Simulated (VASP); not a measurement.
# TaN (f.bd3) (Fm-3m) in VASP: single point with PBE+D3(BJ)

Aim: the single point of TaN (f.bd3) with PBE+D3(BJ).

Program: VASP 6.6.1. These are calculated values, not measurements. Logs are shortened: lines on timing, memory, paths and dates and some standing lists are left out, and cuts for length are marked.

## Step 1: The cell of the first run

The structure is cubic, space group Fm-3m (No. 225). The conventional cell has a = 4.384 Å, b = 4.384 Å, c = 4.384 Å, α = 90.00°, β = 90.00°, γ = 90.00°. Within 2.9 Å of Ta (site symmetry m-3m) lie 6 N at 2.19 Å. N (site symmetry m-3m) has 6 Ta at 2.19 Å within 2.9 Å.

## Step 2: Single point, PBE+D3(BJ)

Contents of INCAR:

```
SYSTEM = TaN
  PREC = Accurate
  ENCUT = 600
  EDIFF = 1E-6
  ISMEAR = 0
  SIGMA = 0.1
  LREAL = .False.
  LASPH = .True.
  NELM = 120
  ALGO = Normal
  ISIF = 2
  LWAVE = .False.
  LCHARG = .True.
  GGA = PE
  IVDW = 12
  LELF = .True.
  LVHAR = .True.
  NBANDS = 15
  GGA_COMPAT = .False.
```

Contents of KPOINTS:

```
regular mesh
0
Gamma
  16 16 16
  0 0 0
```

Contents of POSCAR:

```
TaN
1.0
    0.0000000000      2.1921251127      2.1921251127
    2.1921251127      0.0000000000      2.1921251127
    2.1921251127      2.1921251127      0.0000000000
Ta N
1 1
Direct
    0.0000000000      0.0000000000      0.0000000000
    0.5000000000      0.5000000000      0.5000000000
```

Potentials or basis: VASP PAW PBE potentials, release 64 (Ta_pv, N).

Started as:

```sh
$ cat potpaw_PBE.64/Ta_pv/POTCAR potpaw_PBE.64/N/POTCAR > POTCAR
$ mpirun -np 1 vasp_std > vasp.out
```

OUTCAR:

```text
SYSTEM = TaN
   PREC = Accurate
   ENCUT = 600
   EDIFF = 1E-6
   ISMEAR = 0
   LREAL = .False.
   LASPH = .True.
   NELM = 120
   ISIF = 2
   GGA = PE
   IVDW = 12
 IVDW          = 12

 ion  position               nearest neighbor table
   1  0.000  0.000  0.000-   2 2.19   2 2.19   2 2.19   2 2.19   2 2.19   2 2.19
   2  0.500  0.500  0.500-   1 2.19   1 2.19   1 2.19   1 2.19   1 2.19   1 2.19

  LATTYP: Found a face centered cubic cell.
 ALAT       =     4.3842502254

  Lattice vectors:

 A1 = (   0.0000000000,   2.1921251127,   2.1921251127)
 A2 = (   2.1921251127,   0.0000000000,   2.1921251127)
 A3 = (   2.1921251127,   2.1921251127,   0.0000000000)

Analysis of symmetry for initial positions (statically):
=====================================================================
 Subroutine PRICEL returns:
 Original cell was already a primitive cell.

 Routine SETGRP: Setting up the symmetry group for a
 face centered cubic supercell.

 Subroutine GETGRP returns: Found 48 space group operations
 (whereof 48 operations were pure point group operations)
 out of a pool of 48 trial point group operations.

The static configuration has the point symmetry O_h .

Analysis of symmetry for dynamics (positions and initial velocities):
=====================================================================
 Subroutine PRICEL returns:
 Original cell was already a primitive cell.

 Routine SETGRP: Setting up the symmetry group for a
 face centered cubic supercell.

 Subroutine GETGRP returns: Found 48 space group operations
 (whereof 48 operations were pure point group operations)
 out of a pool of 48 trial point group operations.

The dynamic configuration has the point symmetry O_h .

 Subroutine INISYM returns: Found 48 space group operations
 (whereof 48 operations are pure point group operations),
 and found     1 'primitive' translations

----------------------------------------------------------------------------------------

                                     Primitive cell

  volume of cell :      21.0681

  direct lattice vectors                    reciprocal lattice vectors
     0.000000000  2.192125113  2.192125113    -0.228089171  0.228089171  0.228089171
     2.192125113  0.000000000  2.192125113     0.228089171 -0.228089171  0.228089171
     2.192125113  2.192125113  0.000000000     0.228089171  0.228089171 -0.228089171

  length of vectors
     3.100133065  3.100133065  3.100133065     0.395062033  0.395062033  0.395062033

  position of ions in fractional coordinates (direct lattice)
     0.000000000  0.000000000  0.000000000
     0.500000000  0.500000000  0.500000000

  ion indices of the primitive-cell ions
   primitive index   ion index
                 1           1
                 2           2

----------------------------------------------------------------------------------------

 KPOINTS: regular mesh

Automatic generation of k-mesh.
 Grid dimensions read from file:
 generate k-points for:   16   16   16

 Generating k-lattice:

  Cartesian coordinates                     Fractional coordinates (reciprocal lattice)
    -0.014255573  0.014255573  0.014255573     0.062500000  0.000000000  0.000000000
     0.014255573 -0.014255573  0.014255573     0.000000000  0.062500000  0.000000000
     0.014255573  0.014255573 -0.014255573     0.000000000  0.000000000  0.062500000

  Length of vectors
     0.024691377  0.024691377  0.024691377

  Shift w.r.t. Gamma in fractional coordinates (k-lattice)
     0.000000000  0.000000000  0.000000000

 Subroutine IBZKPT returns following result:
 ===========================================

 Found    145 irreducible k-points:

 Following reciprocal coordinates:
            Coordinates               Weight
  0.000000  0.000000  0.000000      1.000000
  0.062500  0.000000  0.000000      8.000000
  0.125000  0.000000  0.000000      8.000000
  0.187500  0.000000  0.000000      8.000000
  0.250000  0.000000  0.000000      8.000000
  0.312500  0.000000  0.000000      8.000000
[... 16 lines left out ...]
 -0.125000  0.062500  0.000000     24.000000
 -0.062500  0.062500  0.000000     12.000000
 [... further k-points ...]
   k-points           NKPTS =    145   k-points in BZ     NKDIM =    145   number of bands    NBANDS=     15
   number of dos      NEDOS =    301   number of ions     NIONS =      2
   total plane-waves  NPLWV =  21952
   dimension x,y,z NGX =    28 NGY =   28 NGZ =   28
   dimension x,y,z NGXF=    56 NGYF=   56 NGZF=   56
   ions per type =               1   1
   NGX,Y,Z   is equivalent  to a cutoff of  15.02, 15.02, 15.02 a.u.
   NGXF,Y,Z  is equivalent  to a cutoff of  30.03, 30.03, 30.03 a.u.
 SYSTEM =  TaN
   PREC   = accura    normal or accurate (medium, high low for compatibility)
   ISTART =      0    job   : 0-new  1-cont  2-samecut
   ICHARG =      2    charge: 1-file 2-atom 10-const
   ISPIN  =      1    spin polarized calculation?
   LNONCOLLINEAR =      F non collinear calculations
   LSORBIT =      F    spin-orbit coupling
   LASPH  =      T    aspherical Exc in radial PAW
   ENCUT  =  600.0 eV  44.10 Ry    6.64 a.u.   6.19  6.19  6.19*2*pi/ulx,y,z
   NELM   =    120;   NELMIN=  2; NELMDL= -5     # of ELM steps
   EDIFF  = 0.1E-05   stopping-criterion for ELM
   LREAL  =      F    real-space projection
   EDIFFG = 0.1E-04   stopping-criterion for IOM
   NSW    =      0    number of steps for IOM
   IBRION =     -1    ionic relax: 0-MD 1-quasi-New 2-CG
   NFREE  =      0    steps in history (QN), initial steepest desc. (CG)
   ISIF   =      2    stress and relaxation
   ISYM   =      2    0-nonsym 1-usesym 2-fastsym
   POTIM  = 0.5000    time-step for ionic-motion
   TEBEG  =    0.0;   TEEND  =   0.0 temperature during run
   PSTRESS=    0.0 pullay stress
   NELECT =      16.0000    total number of electrons
   NUPDOWN=      -1.0000    fix difference up-down
   EMIN   =  10.00;   EMAX   =-10.00  energy-range for DOS
   EFERMI =   0.00;   METHOD = LEGACY
   ISMEAR =     0;   SIGMA  =   0.10  broadening in eV -4-tet -1-fermi 0-gaus
   EFERMI_NEDOS =   21; number of points for ismear=-14 and -15
   IALGO  =     38    algorithm
   IMIX   =      4    mixing-type and parameters
     AMIX     =   0.40;   BMIX     =  1.00
     AMIX_MAG =   1.60;   BMIX_MAG =  1.00
  volume/ion in A,a.u.               =      10.53        71.09
  Fermi-wavevector in a.u.,A,eV,Ry     =   1.493618  2.822528 30.353159  2.230894
  Thomas-Fermi vector in A             =   2.605995
   LORBIT       =      0    0 simple, 1 ext, 2 COOP (PROOUT), +10 PAW based schemes
   GGA     = PE    functional components
   LHFCALC =     F    Hartree Fock is set to
   AEXX    =    0.0000 exact exchange contribution
   IVDW    =    12    specifies the selected vdW correction
   LEPSILON=     F    determine dielectric tensor
   LRPA    =     F    only Hartree local field effects (RPA)
 non-spin polarized calculation
 Gauss-broadening in eV      SIGMA  =   0.10
  energy-cutoff  :      600.00
  volume of cell :       21.07
 maximum number of plane-waves:       725
 NGX is ok and might be reduce to    28
   NGX = 13   NGY = 13   NGZ = 13

 number of electron      16.0000000 magnetization

 Free energy of the ion-electron system (eV)
  ---------------------------------------------------
  ext. energy  EPLUGINS =         0.00000000
  ---------------------------------------------------
  free energy    TOTEN  =       -21.81431349 eV

  energy without entropy =      -21.80866221  energy(sigma->0) =      -21.81148785

 E-fermi :   9.6457     XC(G=0): -13.4890

 val. band max:        9.6328617313   @ k =  -0.2500   0.3750   0.1250
 cond. band min:       9.6489467429   @ k =  -0.3125   0.3125   0.1250
 fundamental gap:      0.0160850116
 Fermi energy:         9.6457323159

 k-point     1 :       0.0000    0.0000    0.0000
  band No.  band energies     occupation
      1     -26.1064      2.00000
      2     -26.1064      2.00000
      3     -26.1064      2.00000
      4      -9.2898      2.00000
      5       5.7975      2.00000
      6       5.7975      2.00000
      7       5.7975      2.00000
      8       7.5208      2.00000
      9       7.5208      2.00000
     10       7.5208      2.00000
     11       9.7188      0.30129
     12       9.7188      0.30128
     13      11.2504      0.00000
     14      19.0614      0.00000
     15      22.0380      0.00000

 k-point     2 :       0.0625    0.0000    0.0000
  band No.  band energies     occupation
      1     -26.1428      2.00000
      2     -26.1096      2.00000
      3     -26.1096      2.00000
      4      -9.1930      2.00000
      5       5.2835      2.00000
      6       5.4533      2.00000
      7       5.4533      2.00000
      8       7.6804      2.00000
      9       7.6804      2.00000
     10       7.7498      2.00000
     11      10.1154      0.00000
     12      10.1154      0.00000
     13      11.5417      0.00000
     14      19.3602      0.00000
     15      22.0380      0.00000

 k-point     3 :       0.1250    0.0000    0.0000
  band No.  band energies     occupation
      1     -26.2451      2.00000
      2     -26.1190      2.00000
      3     -26.1190      2.00000
      4      -8.9132      2.00000
      5       4.2404      2.00000
      6       4.7408      2.00000
      7       4.7408      2.00000
      8       8.0523      2.00000
      9       8.0523      2.00000
     10       8.0900      2.00000
     11      11.0798      0.00000
     12      11.0798      0.00000
     13      12.2851      0.00000
     14      20.1874      0.00000
     15      22.0377      0.00000

 k-point     4 :       0.1875    0.0000    0.0000
  band No.  band energies     occupation
      1     -26.3945      2.00000
      2     -26.1328      2.00000
      3     -26.1328      2.00000
      4      -8.4810      2.00000
      5       3.0740      2.00000
      6       3.9833      2.00000
      7       3.9833      2.00000
      8       8.4346      2.00000
      9       8.5840      2.00000
     10       8.5840      2.00000
     11      12.3039      0.00000
     12      12.3039      0.00000
     13      13.2198      0.00000
     14      21.3047      0.00000
     15      22.0374      0.00000
[... 307 lines left out ...]
 k-point    22 :      -0.1875    0.0625    0.0000
  band No.  band energies     occupation
      1     -26.4565      2.00000
      2     -26.1724      2.00000
      3     -26.1267      2.00000
      4      -8.2552      2.00000
      5       2.5174      2.00000
      6       3.4954      2.00000
      7       3.9765      2.00000
      8       8.5024      2.00000
      9       8.5057      2.00000
     10       9.4943      1.96777
     11      11.7943      0.00000
     12      13.4788      0.00000
     13      13.9247      0.00000
     14      21.8386      0.00000
     15      22.0396      0.00000

 k-point    23 :      -0.1250    0.0625    0.0000
  band No.  band energies     occupation
      1     -26.3045      2.00000
      2     -26.1512      2.00000
      3     -26.1145      2.00000
      4      -8.7126      2.00000
      5       3.5839      2.00000
      6       4.1832      2.00000
      7       4.6628      2.00000
      8       7.9965      2.00000
      9       8.2142      2.00000
     10       8.8187      2.00000
     11      10.7510      0.00000
     12      12.1889      0.00000
     13      12.9554      0.00000
     14      20.7688      0.00000
     15      22.0374      0.00000

 k-point    24 :      -0.0625    0.0625    0.0000
  band No.  band energies     occupation
      1     -26.1931      2.00000
      2     -26.1292      2.00000
      3     -26.1085      2.00000
      4      -9.0371      2.00000
      5       4.5820      2.00000
      6       4.9007      2.00000
      7       5.2473      2.00000
      8       7.6973      2.00000
      9       7.9159      2.00000
     10       8.2321      2.00000
     11      10.1445      0.00000
     12      11.0120      0.00000
     13      12.0588      0.00000
     14      19.8347      0.00000
     15      22.0378      0.00000

 [... further k-points ...]

------------------------ aborting loop because EDIFF is reached ----------------------------------------

 Edisp (eV)   -0.95390

 E8    (eV) :    -0.4412

  FORCE on cell =-STRESS in cart. coord.  units (eV):
  Direction    XX          YY          ZZ          XY          YZ          ZX
  --------------------------------------------------------------------------------------
  -------------------------------------------------------------------------------------
  Total       0.13010     0.13010     0.13010     0.00000     0.00000     0.00000
  in kB       9.89372     9.89372     9.89372     0.00000     0.00000     0.00000
  external pressure =        9.89 kB  Pullay stress =        0.00 kB

 VOLUME and BASIS-vectors are now :
 -----------------------------------------------------------------------------
  energy-cutoff  :      600.00
  volume of cell :       21.07
      direct lattice vectors                 reciprocal lattice vectors
     0.000000000  2.192125113  2.192125113    -0.228089171  0.228089171  0.228089171
     2.192125113  0.000000000  2.192125113     0.228089171 -0.228089171  0.228089171
     2.192125113  2.192125113  0.000000000     0.228089171  0.228089171 -0.228089171

 POSITION                                       TOTAL-FORCE (eV/Angst)
 -----------------------------------------------------------------------------------
      0.00000      0.00000      0.00000         0.000000      0.000000      0.000000
      2.19213      2.19213      2.19213        -0.000000     -0.000000     -0.000000
 -----------------------------------------------------------------------------------
    total drift:                                0.000000      0.000000      0.000000

  FREE ENERGIE OF THE ION-ELECTRON SYSTEM (eV)
  ---------------------------------------------------
  free  energy   TOTEN  =       -22.7682151292 eV

  energy  without entropy=      -22.7625638484  energy(sigma->0) =      -22.76538949
```

It took 35 s on 1 thread of Intel Xeon 6975P-C (Granite Rapids), shared host; peak memory 0.21 GiB.

What came out:

- Free energy: -22.7682 eV
- Pressure: 1.0 GPa
- Band gap on the k mesh: zero (band 8 reaches 11.58 eV, above the bottom of band 9 at 7.52 eV)
- Dispersion energy per atom: -0.477 eV

Levels at points of the mesh, in eV from the Fermi level:
| k point | band 4 | band 5 | band 6 | band 7 | band 8 | band 9 | band 10 | band 11 | band 12 | band 13 |
| --- | --- | --- | --- | --- | --- | --- | --- | --- | --- | --- |
| (0.00, 0.00, 0.00) | -18.94 | -3.85 | -3.85 | -3.85 | -2.12 | -2.12 | -2.12 | 0.07 | 0.07 | 1.60 |
| (0.50, 0.00, 0.00) | -15.86 | -10.45 | -7.64 | -7.64 | 1.94 | 1.94 | 2.03 | 3.86 | 7.64 | 7.64 |
| (0.50, 0.50, 0.00) | -17.68 | -6.66 | -5.52 | -4.66 | -4.66 | 2.15 | 3.60 | 3.60 | 4.64 | 6.93 |

Caveat: spin-orbit coupling is left out, which moves the levels of the heavy elements; pairwise dispersion overbinds metals, which lowers pressure and volume.
